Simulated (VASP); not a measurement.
Runs of VASP 6.6.1 on Ir. The structure is that of space group P6_2 (No. 171), or close to it. The cells are those of the table. 

```csv
task,cell,k mesh,cutoff (eV),gap on the mesh (eV),pressure (GPa),relaxed volume (Å³/atom),largest force (eV/Å)
single point,"a = 6.462, b = 6.462, c = 2.724 Å, angles 90.0, 90.0, 120.0°, 6 atoms",3 × 3 × 6,520,none,0.4,-,-
relaxation of cell and atoms,"relaxed from a = 5.589, b = 5.589, c = 3.756 Å, angles 90.0, 90.0, 120.0°, 6 atoms",6 × 6 × 4,600,none,0.0,16.39,0.02
single point,"a = 6.521, b = 6.521, c = 2.666 Å, angles 90.0, 90.0, 120.0°, 6 atoms",6 × 6 × 4,520,none,0.4,-,0.01
single point,"a = 6.494, b = 6.494, c = 2.696 Å, angles 90.0, 90.0, 120.0°, 6 atoms",9 × 9 × 14,520,none,0.4,-,-
relaxation of cell and atoms,"relaxed from a = 6.521, b = 6.521, c = 2.666 Å, angles 90.0, 90.0, 120.0°, 6 atoms",3 × 3 × 6,600,none,0.2,(a),0.03
```

Alike in all rows: level PBE; potentials or basis VASP PAW PBE potentials, release 64 (Ir); no spin polarisation; smearing gaussian 0.1 eV.

**Question.** Estimate the missing entries.

**Answer.** (a) 16.44.

Caveats: some runs use coarse meshes; spin-orbit coupling is left out, which moves the levels of the heavy elements.

A k mesh can miss the band edges, and the runs leave out spin-orbit coupling on Ir.

A gap of «none» marks levels without a gap at the run's occupations.
